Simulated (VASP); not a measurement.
Input of a VASP 6.6.1 run:

File POSCAR:

```
CdSe
1.0
    0.0000000000      3.0677809642      3.0677809642
    2.9143919160      0.0000000000      3.0677809642
    2.9143919160      3.0677809642      0.0000000000
Cd Se
1 1
Direct
    0.0000000000      0.0000000000      0.0000000000
    0.2500000000      0.2500000000      0.2500000000
```

The input INCAR.step1:

```
SYSTEM = CdSe
  PREC = Accurate
  ENCUT = 500
  EDIFF = 1E-8
  ISMEAR = 0
  SIGMA = 0.01
  LREAL = .False.
  LASPH = .True.
  NELM = 60
  ALGO = Normal
  LWAVE = .True.
  LCHARG = .False.
  GGA = PE
```

The input INCAR.step2:

```
SYSTEM = CdSe
  PREC = Accurate
  ENCUT = 500
  EDIFF = 1E-8
  ISMEAR = 0
  SIGMA = 0.01
  LREAL = .False.
  LASPH = .True.
  NELM = 1
  ALGO = Exact
  LWAVE = .True.
  LCHARG = .False.
  GGA = PE
  NBANDS = 237
  LOPTICS = .True.
  ISTART = 1
```

File INCAR.step3:

```
SYSTEM = CdSe
  PREC = Accurate
  ENCUT = 500
  EDIFF = 1E-8
  ISMEAR = 0
  SIGMA = 0.01
  LREAL = .False.
  LASPH = .True.
  ALGO = EVGW0
  LWAVE = .False.
  LCHARG = .False.
  GGA = PE
  NELMGW = 1
  NBANDS = 237
  ENCUTGW = 150.0
  NOMEGA = 96
  PRECFOCK = Fast
  ISTART = 1
  NBANDSGW = 17
  OMEGAMAX = 20
```

KPOINTS

```
Automatic mesh
0
Gamma
  4 4 4
  0 0 0
```

Potentials or basis: VASP PAW PBE potentials, release 64 (Cd_GW, Se_GW).

Run with:

```bash
$ cat potpaw_PBE.64/Cd_GW/POTCAR potpaw_PBE.64/Se_GW/POTCAR > POTCAR
$ cp INCAR.step1 INCAR
$ mpirun -np 1 vasp_std > vasp.out
$ cp INCAR.step2 INCAR
$ mpirun -np 1 vasp_std > vasp.out
$ cp INCAR.step3 INCAR
$ mpirun -np 1 vasp_std > vasp.out
```

(1) What does it give for the quasiparticle gap?

(2) Predict the least direct quasiparticle gap.

(3) What does it give for the least direct gap of the starting levels on the mesh?

(4) Estimate the band gap of the starting levels on the mesh.

Answers

(1) 1.23 eV.

(2) 1.23 eV.

(3) 0.53 eV.

(4) 0.53 eV.

Caveat: the k points lie up to 0.45 Å⁻¹ apart; bands, screening cutoff and mesh are small and nothing is extrapolated, so the quasiparticle values aren't converged; the structure was generated, so it needn't be the stable form of CdSe.
